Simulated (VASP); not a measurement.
# H18CO9 in VASP: further runs

Runs on H18CO9. Level: PBE+D3(BJ). Tasks: single point.

All numbers are computed with VASP 6.6.1; they aren't measurements. Logs are shortened: lines on timing, memory, paths and dates and some standing lists are left out, and cuts for length are marked.

## (1) The cell of the first run

The cell holds a disordered packing, 28 atoms: a = 6.702 Å, b = 6.702 Å, c = 6.702 Å, α = 90.00°, β = 90.00°, γ = 90.00°.

## (2) Single point, PBE+D3(BJ)

The input, INCAR:

```
SYSTEM = H18CO9
PREC     = Accurate       ! precision mode
ENCUT    = 520            ! plane-wave cutoff, eV
EDIFF    = 1E-6           ! SCF threshold, eV
ISMEAR   = -1             ! smearing method
SIGMA    = 0.05           ! smearing width, eV
LREAL    = Auto         
LASPH    = .TRUE.         ! aspherical terms in the spheres
NELM     = 80             ! most SCF steps
ALGO     = Normal         ! electronic algorithm
ISIF     = 2              ! what is computed and relaxed
LWAVE    = .FALSE.        ! write WAVECAR
LCHARG   = .TRUE.         ! write CHGCAR
GGA      = PE             ! functional
IVDW     = 12             ! dispersion correction
LELF     = .TRUE.         ! ELF
LVHAR    = .TRUE.       
NBANDS   = 58             ! bands
```

The input, KPOINTS:

```
regular mesh
0
G
  1 1 1
  0 0 0
```

The input, POSCAR:

```
H18CO9
1.0
    6.7017590000      0.0000000000      0.0000000000
    0.0000000000      6.7017590000      0.0000000000
    0.0000000000      0.0000000000      6.7017590000
O H C
9 18 1
Direct
    0.7349413788      0.7616507845      0.0451672464
    0.0286044306      0.1410674421      0.8778292386
   -0.0162793082      0.1832205545      0.3335691421
    0.2631846356      0.7685295756      0.7990439525
    0.4582677473      0.3503557797      0.0512701218
    0.5657022283      0.0796358090      0.7650528764
    0.5842048334      0.3156484738      0.4330504872
    0.5967686991      0.7779151712      0.4964368310
    0.0663407920      0.5971118926      0.4146224894
    0.7176921760      0.8489562218     -0.0758159164
    0.6212249650      0.6732113166      0.0313052140
    0.1101651074      0.0349609707      0.8397496836
    0.1053156343      0.2409964309      0.9423645344
    0.0701457632      0.2981754492      0.3241537035
   -0.0393180358      0.1346064518      0.1982315389
    0.3479981897      0.8239329406      0.7001743871
    0.1451260781      0.7385374496      0.7182890343
    0.4678174790      0.3544293371      0.1970975083
    0.3543696513      0.4585064906      0.0075950209
    0.5292640335      0.1987687113      0.8525821355
    0.7033974215      0.0914386805      0.7593528803
    0.7275552583      0.2932066044      0.4068782539
    0.5614943778      0.2150032551      0.5401268533
    0.6637958781      0.7872858454      0.3622481799
    0.5410818264      0.6400409206      0.4749946992
    0.1506171738      0.7725285257      0.1643598345
    0.0350057351      0.8710399762      0.3902109879
    0.1015405060      0.7486541966      0.3167526615
```

Potentials or basis: VASP PAW PBE potentials, release 64 (O, H, C).

On the command line:

```console
> cat potpaw_PBE.64/O/POTCAR potpaw_PBE.64/H/POTCAR potpaw_PBE.64/C/POTCAR > POTCAR
> mpirun -np 1 vasp_gam > vasp.out
```

OUTCAR:

```text
SYSTEM = H18CO9
   PREC = Accurate
   ENCUT = 520
   EDIFF = 1E-6
   ISMEAR = -1
   LREAL = Auto
   LASPH = .TRUE.
   NELM = 80
   ISIF = 2
   GGA = PE
   IVDW = 12
 IVDW          = 12

 ion  position               nearest neighbor table
   1  0.735  0.762  0.045-  11 0.97  10 1.01
   2  0.029  0.141  0.878-  12 0.93  13 0.95
   3  0.984  0.183  0.334-  14 0.97  15 0.98
   4  0.263  0.769  0.799-  16 0.95  17 0.98
   5  0.458  0.350  0.051-  18 0.98  19 1.05
   6  0.566  0.080  0.765-  21 0.93  20 1.02
   7  0.584  0.316  0.433-  22 0.99  23 1.00
   8  0.597  0.778  0.496-  25 1.01  24 1.01
   9  0.066  0.597  0.415-  28 1.23
  10  0.718  0.849  0.924-   1 1.01
  11  0.621  0.673  0.031-   1 0.97
  12  0.110  0.035  0.840-   2 0.93
  13  0.105  0.241  0.942-   2 0.95
  14  0.070  0.298  0.324-   3 0.97
[... 11 lines left out ...]
  26  0.151  0.773  0.164-  28 1.08
  27  0.035  0.871  0.390-  28 1.06
  28  0.102  0.749  0.317-  27 1.06  26 1.08   9 1.23

  LATTYP: Found a simple cubic cell.
 ALAT       =     6.7017590000

  Lattice vectors:

 A1 = (   6.7017590000,   0.0000000000,   0.0000000000)
 A2 = (   0.0000000000,   6.7017590000,   0.0000000000)
 A3 = (   0.0000000000,   0.0000000000,   6.7017590000)

Analysis of symmetry for initial positions (statically):
=====================================================================
 Subroutine PRICEL returns:
 Original cell was already a primitive cell.

 Routine SETGRP: Setting up the symmetry group for a
 simple cubic supercell.

 Subroutine GETGRP returns: Found  1 space group operations
 (whereof  1 operations were pure point group operations)
 out of a pool of 48 trial point group operations.

The static configuration has the point symmetry C_1 .

Analysis of symmetry for dynamics (positions and initial velocities):
=====================================================================
 Subroutine PRICEL returns:
 Original cell was already a primitive cell.

 Routine SETGRP: Setting up the symmetry group for a
 simple cubic supercell.

 Subroutine GETGRP returns: Found  1 space group operations
 (whereof  1 operations were pure point group operations)
 out of a pool of 48 trial point group operations.

The dynamic configuration has the point symmetry C_1 .

 Subroutine INISYM returns: Found  1 space group operations
 (whereof  1 operations are pure point group operations),
 and found     1 'primitive' translations

----------------------------------------------------------------------------------------

                                     Primitive cell

  volume of cell :     300.9999

  direct lattice vectors                    reciprocal lattice vectors
     6.701759000  0.000000000  0.000000000     0.149214557  0.000000000  0.000000000
     0.000000000  6.701759000  0.000000000     0.000000000  0.149214557  0.000000000
     0.000000000  0.000000000  6.701759000     0.000000000  0.000000000  0.149214557

  length of vectors
     6.701759000  6.701759000  6.701759000     0.149214557  0.149214557  0.149214557

  position of ions in fractional coordinates (direct lattice)
     0.734941379  0.761650784  0.045167246
     0.028604431  0.141067442  0.877829239
     0.983720692  0.183220554  0.333569142
     0.263184636  0.768529576  0.799043952
     0.458267747  0.350355780  0.051270122
     0.565702228  0.079635809  0.765052876
[... 20 lines left out ...]
     0.035005735  0.871039976  0.390210988
     0.101540506  0.748654197  0.316752661

  ion indices of the primitive-cell ions
   primitive index   ion index
                 1           1
                 2           2
                 3           3
                 4           4
                 5           5
                 6           6
[... 20 lines left out ...]
                27          27
                28          28

----------------------------------------------------------------------------------------

 KPOINTS: regular mesh

Automatic generation of k-mesh.
 Grid dimensions read from file:
 generate k-points for:    1    1    1

 Generating k-lattice:

  Cartesian coordinates                     Fractional coordinates (reciprocal lattice)
     0.149214557  0.000000000  0.000000000     1.000000000  0.000000000  0.000000000
     0.000000000  0.149214557  0.000000000     0.000000000  1.000000000  0.000000000
     0.000000000  0.000000000  0.149214557     0.000000000  0.000000000  1.000000000

  Length of vectors
     0.149214557  0.149214557  0.149214557

  Shift w.r.t. Gamma in fractional coordinates (k-lattice)
     0.000000000  0.000000000  0.000000000

 Subroutine IBZKPT returns following result:
 ===========================================

 Found      1 irreducible k-points:

 Following reciprocal coordinates:
            Coordinates               Weight
  0.000000  0.000000  0.000000      1.000000
   k-points           NKPTS =      1   k-points in BZ     NKDIM =      1   number of bands    NBANDS=     58
   number of dos      NEDOS =    301   number of ions     NIONS =     28
   total plane-waves  NPLWV = 125000
   dimension x,y,z NGX =    50 NGY =   50 NGZ =   50
   dimension x,y,z NGXF=   100 NGYF=  100 NGZF=  100
   ions per type =               9  18   1
   NGX,Y,Z   is equivalent  to a cutoff of  12.40, 12.40, 12.40 a.u.
   NGXF,Y,Z  is equivalent  to a cutoff of  24.81, 24.81, 24.81 a.u.
 SYSTEM =  H18CO9
   PREC   = accura    normal or accurate (medium, high low for compatibility)
   ISTART =      0    job   : 0-new  1-cont  2-samecut
   ICHARG =      2    charge: 1-file 2-atom 10-const
   ISPIN  =      1    spin polarized calculation?
   LNONCOLLINEAR =      F non collinear calculations
   LSORBIT =      F    spin-orbit coupling
   LASPH  =      T    aspherical Exc in radial PAW
   ENCUT  =  520.0 eV  38.22 Ry    6.18 a.u.  12.46 12.46 12.46*2*pi/ulx,y,z
   NELM   =     80;   NELMIN=  2; NELMDL= -5     # of ELM steps
   EDIFF  = 0.1E-05   stopping-criterion for ELM
   LREAL  =      T    real-space projection
   EDIFFG = 0.1E-04   stopping-criterion for IOM
   NSW    =      0    number of steps for IOM
   IBRION =     -1    ionic relax: 0-MD 1-quasi-New 2-CG
   NFREE  =      0    steps in history (QN), initial steepest desc. (CG)
   ISIF   =      2    stress and relaxation
   ISYM   =      2    0-nonsym 1-usesym 2-fastsym
   POTIM  = 0.5000    time-step for ionic-motion
   TEBEG  =    0.0;   TEEND  =   0.0 temperature during run
   PSTRESS=    0.0 pullay stress
   NELECT =      76.0000    total number of electrons
   NUPDOWN=      -1.0000    fix difference up-down
   EMIN   =  10.00;   EMAX   =-10.00  energy-range for DOS
   EFERMI =   0.00;   METHOD = LEGACY
   ISMEAR =    -1;   SIGMA  =   0.05  broadening in eV -4-tet -1-fermi 0-gaus
   EFERMI_NEDOS =   21; number of points for ismear=-14 and -15
   IALGO  =     38    algorithm
   IMIX   =      4    mixing-type and parameters
     AMIX     =   0.40;   BMIX     =  1.00
     AMIX_MAG =   1.60;   BMIX_MAG =  1.00
  volume/ion in A,a.u.               =      10.75        72.54
  Fermi-wavevector in a.u.,A,eV,Ry     =   1.034722  1.955342 14.567086  1.070651
  Thomas-Fermi vector in A             =   2.169031
   LORBIT       =      0    0 simple, 1 ext, 2 COOP (PROOUT), +10 PAW based schemes
   GGA     = PE    functional components
   LHFCALC =     F    Hartree Fock is set to
   AEXX    =    0.0000 exact exchange contribution
   IVDW    =    12    specifies the selected vdW correction
   LEPSILON=     F    determine dielectric tensor
   LRPA    =     F    only Hartree local field effects (RPA)
 non-spin polarized calculation
  energy-cutoff  :      520.00
  volume of cell :      301.00
 maximum number of plane-waves:      4109
 NGX is ok and might be reduce to    50
   NGX = 25   NGY = 25   NGZ = 25

 number of electron      76.0000017 magnetization

 Free energy of the ion-electron system (eV)
  ---------------------------------------------------
  ext. energy  EPLUGINS =         0.00000000
  ---------------------------------------------------
  free energy    TOTEN  =      -137.72826730 eV

  energy without entropy =     -137.72826730  energy(sigma->0) =     -137.72826730

 E-fermi :  -2.0723     XC(G=0):  -6.6856

 val. band max:       -3.3272877565   @ k =   0.0000   0.0000   0.0000
 cond. band min:       0.2086719700   @ k =   0.0000   0.0000   0.0000
 fundamental gap:      3.5359597265
 Fermi energy:        -2.0723253679

 k-point     1 :       0.0000    0.0000    0.0000
  band No.  band energies     occupation
      1     -23.6521      2.00000
      2     -22.8144      2.00000
      3     -22.5659      2.00000
      4     -22.5337      2.00000
      5     -22.2209      2.00000
      6     -22.1197      2.00000
[... 42 lines left out ...]
     49       6.2073      0.00000
     50       6.3943      0.00000
 [bands above 50 left out]

------------------------ aborting loop because EDIFF is reached ----------------------------------------

 Edisp (eV)   -0.94229

 E8    (eV) :    -0.1962

  FORCE on cell =-STRESS in cart. coord.  units (eV):
  Direction    XX          YY          ZZ          XY          YZ          ZX
  --------------------------------------------------------------------------------------
  -------------------------------------------------------------------------------------
  Total       2.03614     2.50512    -0.86997     1.18538     1.67144    -2.22165
  in kB      10.83806    13.33438    -4.63070     6.30959     8.89683   -11.82552
  external pressure =        6.51 kB  Pullay stress =        0.00 kB

 VOLUME and BASIS-vectors are now :
 -----------------------------------------------------------------------------
  energy-cutoff  :      520.00
  volume of cell :      301.00
      direct lattice vectors                 reciprocal lattice vectors
     6.701759000  0.000000000  0.000000000     0.149214557  0.000000000  0.000000000
     0.000000000  6.701759000  0.000000000     0.000000000  0.149214557  0.000000000
     0.000000000  0.000000000  6.701759000     0.000000000  0.000000000  0.149214557

 POSITION                                       TOTAL-FORCE (eV/Angst)
 -----------------------------------------------------------------------------------
      4.92540      5.10440      0.30270         0.096827      0.820796     -0.939812
      0.19170      0.94540      5.88300        -2.729303      1.054962      0.289413
      6.59266      1.22790      2.23550        -0.630698     -0.561504      0.089892
      1.76380      5.15050      5.35500        -1.582657     -0.428453      0.676672
      3.07120      2.34800      0.34360        -2.319017      2.300414     -1.680942
      3.79120      0.53370      5.12720        -2.704733      1.119093      0.722421
[... 20 lines left out ...]
      0.23460      5.83750      2.61510         0.024311      2.340463      0.305064
      0.68050      5.01730      2.12280        -1.910947     -0.670412      1.181023
 -----------------------------------------------------------------------------------
    total drift:                                0.004668     -0.000720     -0.012234

  FREE ENERGIE OF THE ION-ELECTRON SYSTEM (eV)
  ---------------------------------------------------
  free  energy   TOTEN  =      -138.6705529922 eV

  energy  without entropy=     -138.6705529921  energy(sigma->0) =     -138.67055299
```

It took 1.7 min on 1 thread of Intel Xeon 8259CL, shared host; peak memory 0.32 GiB.

What came out:

- Free energy: -138.6706 eV
- Pressure: 0.7 GPa
- Largest force: 3.674 eV/Å
- Dispersion energy per atom: -0.034 eV

Forces on the atoms (eV/Å):
```
O    0.097  0.821 -0.940
O   -2.729  1.055  0.289
O   -0.631 -0.562  0.090
O   -1.583 -0.428  0.677
O   -2.319  2.300 -1.681
O   -2.705  1.119  0.722
O    0.248  0.002  0.069
O   -0.187 -1.540 -1.843
O    1.295 -1.320 -0.966
H    0.015 -0.534  1.185
H   -0.085 -0.442  0.000
H    1.857 -1.782 -0.406
H    0.912  0.564  0.252
H    0.256  0.792  0.076
H    0.054  0.134 -0.122
H    1.647  0.736 -0.850
H   -0.066 -0.522  0.220
H    0.305 -0.335  0.777
H    1.895 -1.668  0.761
H    0.124 -1.125 -0.160
H    2.981  0.177 -0.234
H   -0.004  0.132 -0.276
H   -0.432  0.196 -0.122
H   -0.391  0.516  0.970
H    0.539  0.720  0.725
H    0.793 -0.675 -0.703
H    0.024  2.340  0.305
C   -1.911 -0.670  1.181
```

Levels at points of the mesh, in eV from the Fermi level:
```
           k point  band 34  band 35  band 36  band 37  band 38  band 39  band 40  band 41  band 42  band 43
(0.00, 0.00, 0.00)    -2.19    -1.97    -1.86    -1.47    -1.25     2.28     2.99     5.67     6.12     6.17
```

Caveat: the k points lie up to 0.94 Å⁻¹ apart.

## (3) Single point, PBE+D3(BJ)

The input, INCAR:

```
SYSTEM = H18CO9
ALGO = Normal
EDIFF = 1E-7
ENCUT = 520
GGA = PE
ISIF = 2
ISMEAR = -1
IVDW = 12
LASPH = .True.
LCHARG = .False.
LREAL = Auto
LWAVE = .False.
NBANDS = 58
NELM = 60
PREC = Accurate
SIGMA = 0.05
```

The input, KPOINTS:

```
k-points
0
Gamma
  1 1 1
  0 0 0
```

The input, POSCAR:

```
H18CO9
1.0
    6.7017590000      0.0000000000      0.0000000000
    0.0000000000      6.7017590000      0.0000000000
    0.0000000000      0.0000000000      6.7017590000
O H C
9 18 1
Direct
    0.7398953021      0.7441180741      0.0658334625
   -0.0307083558      0.0704292709      0.9012559240
   -0.0611182825      0.3024579069      0.2782702273
    0.2441150152      0.7905984086      0.8284093773
    0.5051808040      0.4370195944     -0.0341402906
    0.5438721386      0.0526130528      0.8343331952
    0.5725213336      0.3096351271      0.3819892658
    0.6597820065      0.7279730590      0.4602970653
    0.1342931013      0.5768634772      0.4663253334
    0.6397723344      0.8366460208      0.0092214596
    0.6985927127      0.6113768042      0.0247696165
   -0.0862758568     -0.0334539037      0.9925752329
    0.0797104163     -0.0116387354      0.8426892104
    0.0593724722      0.3681869193      0.3331065769
   -0.0216808751      0.2236278565      0.1594357541
    0.3564437337      0.8897365602      0.8052960424
    0.2066323185      0.7381494918      0.6996670576
    0.4779043830      0.3573390210      0.0852462764
    0.4010887291      0.5265483286     -0.0543737846
    0.4887821242      0.1873836406      0.8469269038
    0.6756136710      0.0654007403      0.7660675354
    0.7208256817      0.3114704662      0.3545636302
    0.5292043477      0.1829370468      0.4445996939
    0.6433534838      0.7390746221      0.3145293646
    0.6379071524      0.5916655612      0.4748604061
    0.1187151015      0.7198557871      0.2100940962
    0.0578952481      0.8837679779      0.4273952555
    0.0775915696      0.7240636376      0.3695298503
```

Potentials or basis: VASP PAW PBE potentials, release 64 (O, H, C).

On the command line:

```console
> cat potpaw_PBE.64/O/POTCAR potpaw_PBE.64/H/POTCAR potpaw_PBE.64/C/POTCAR > POTCAR
> mpirun -np 1 vasp_gam > vasp.out
```

Run time: 93 s. Hardware: 1 thread of Intel Xeon 8259CL, shared host; peak memory 0.32 GiB.

The run converged. Its results:

- Free energy: -139.1889 eV
- Pressure: 0.5 GPa
- Largest force: 2.851 eV/Å
- Dispersion energy per atom: -0.034 eV

Forces in eV/Å, atoms in the order of the input:
```
O   -0.023  1.331  0.194
O   -0.081 -0.529  0.617
O    0.772 -0.568 -0.581
O    0.792  0.772  0.546
O    1.742 -2.092  0.111
O    0.432 -0.422 -0.670
O   -0.759 -0.397  0.135
O    0.223  2.486 -0.391
O   -0.853  1.086  0.632
H    0.249 -0.254 -0.085
H   -0.279 -0.593 -0.352
H    0.053  0.325 -0.610
H   -0.285  0.164  0.321
H   -0.419 -0.022  0.000
H   -0.188  0.318  0.085
H   -0.180 -0.679  0.001
H   -0.064 -0.689 -0.609
H    0.134  0.350  0.541
H   -2.178  1.787 -0.435
H    0.376  0.436  0.056
H   -0.637 -0.029  0.556
H   -0.339 -0.689  0.083
H    0.712  0.825 -0.380
H    0.460  0.343  0.020
H   -0.549 -2.637  0.760
H   -1.021  0.017 -0.507
H   -0.542 -1.183  0.254
C    2.450  0.542 -0.292
```

Stress tensor (GPa, compression positive):
```
 0.16 -0.23  0.51
-0.23  0.53  0.55
 0.51  0.55  0.80
```

Levels at points of the mesh, in eV from the Fermi level:
```tsv
k point	band 36	band 37	band 38	band 39	band 40	band 41
(0.00, 0.00, 0.00)	-1.76	-1.50	-1.30	2.14	3.29	6.16
```

Caveat: the k points lie up to 0.94 Å⁻¹ apart; the atoms stand as in a frame of molecular dynamics.
